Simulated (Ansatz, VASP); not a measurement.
**W in VASP and in Ansatz**

```xyz
1
Lattice="-1.3604 1.5751 1.5751 1.5751 -1.3604 1.5751 1.5751 1.5751 -1.3604" Properties=species:S:1:pos:R:3 pbc="T T T"
W     0.0000    0.0000    0.0000
```

Alike in both runs: task single point; functional LDA; k mesh 22 × 22 × 22; occupations gaussian, width 0.15 eV; no spin polarisation.

|  | VASP | Ansatz |
| --- | --- | --- |
| version | VASP 6.6.1 | Ansatz 0.2.0 |
| potentials or method | VASP PAW LDA potentials, release 64 (W_sv), cutoff 520 eV | scalar-relativistic, plane waves, PAW |
| valence electrons in the cell | 14 | 14 |

Ansatz gave:

| Item | Value |
| --- | --- |
| gap on the k mesh at the Fermi level (eV) | none |
| pressure (GPa) | 7.8 |
| traceless stress, the component that is largest in VASP (GPa) | -14.88 |

Estimate VASP's values.

gap on the k mesh at the Fermi level (eV): none; pressure (GPa): 9.9; traceless stress, the component that is largest in VASP (GPa): -15.10.

Ansatz warns that its potentials were made for another functional, while VASP's fit it. LDA's correlation is that of Perdew and Zunger in VASP and of Perdew and Wang (1992) in Ansatz. A gap of «none» marks a metal or a gap that the smearing closes.

Neither program's run includes spin-orbit coupling.
